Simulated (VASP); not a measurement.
**Cd: single point with PBE**

The system is Cd.

```
CELL_PARAMETERS angstrom
0.00000 0.00000 5.94550
2.99841 -5.19340 0.00000
2.99841 5.19340 0.00000
ATOMIC_POSITIONS crystal
Cd 0.25000 0.33333 0.16667
Cd 0.25000 0.83333 0.16667
Cd 0.25000 0.33333 0.66667
Cd 0.25000 0.83333 0.66667
Cd 0.75000 0.66667 0.33333
Cd 0.75000 0.16667 0.33333
Cd 0.75000 0.66667 0.83333
Cd 0.75000 0.16667 0.83333
```

```
Program                : VASP 6.6.1
Task                   : single point
Functional             : PBE
Potentials or basis    : VASP PAW PBE potentials, release 64 (Cd)
Cutoff                 : 520 eV
k mesh                 : 8 × 6 × 6
Occupations            : gaussian, width 0.1 eV
Spin                   : no spin polarisation
Dipole correction      : no
Further INCAR settings : ALGO = Fast; EDIFF = 1e-06; NBANDS = 58
```

* Pressure: 0.2 GPa
* Band gap on the k mesh: zero (bands 48 and 49 overlap by 2.85 eV)

Stress tensor (GPa, compression positive):
```
0.25 0.00 0.00
0.00 0.25 0.00
0.00 0.00 0.05
```

Levels at points of the mesh, in eV from the Fermi level:
```
           k point  band 45  band 46  band 47  band 48  band 49  band 50  band 51  band 52
(0.00, 0.00, 0.00)    -2.09    -2.09    -1.67    -1.67    -1.67     1.55     1.55     1.55
(0.50, 0.00, 0.00)    -1.36    -1.36    -1.36    -1.36     0.02     0.02     0.02     0.02
(0.00, 0.50, 0.00)    -2.54    -2.54    -0.93    -0.93     0.41     0.41     2.31     2.31
(0.50, 0.50, 0.00)    -2.28    -2.28    -2.28    -2.28     3.78     3.78     3.78     3.78
```

Wall time 8.6 min on 1 thread of Intel Xeon 8259CL, on a shared host, peak memory 0.47 GiB.
